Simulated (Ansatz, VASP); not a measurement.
# One calculation of Sr, two programs

```
CELL_PARAMETERS angstrom
3.78913 0.00000 0.00000
-1.89457 3.81402 0.00000
0.00000 0.00000 7.19975
ATOMIC_POSITIONS crystal
Sr 0.33333 0.66667 0.25000
Sr 0.66667 0.33333 0.75000
```

Change from the starting cell: strain +e along x and -e along y -0.0733, strain +e along z and -e/2 along x and y +0.0467.

Alike in both runs: task single point; functional PBEsol; k mesh 12 × 12 × 8; occupations gaussian, width 0.15 eV; no spin polarisation.

|  | VASP | Ansatz |
| --- | --- | --- |
| version | VASP 6.6.1 | Ansatz 0.2.0 |
| potentials or method | VASP PAW PBE potentials, release 64 (Sr_sv), cutoff 520 eV | scalar-relativistic, plane waves, PAW |
| valence electrons in the cell | 20 | 20 |

|  | VASP | Ansatz | Ansatz less VASP |
| --- | --- | --- | --- |
| gap on the k mesh at the Fermi level (eV) | none | none | - |
| pressure (GPa) | 0.2 | 0.2 | -0.01 |
| traceless stress, the component that is largest in VASP (GPa) | 2.85 | 2.85 | -0.005 |
| rms of the force components (eV/Å) | 0.063 | 0.063 | -0.0002 |

VASP's potentials were made for PBE, not for PBEsol. Atom by atom the forces differ by 0.000 eV/Å (rms over components). A gap of «none» marks a metal or a gap that the smearing closes. With one functional, cell and mesh, what is left measures potentials, basis and numerics.
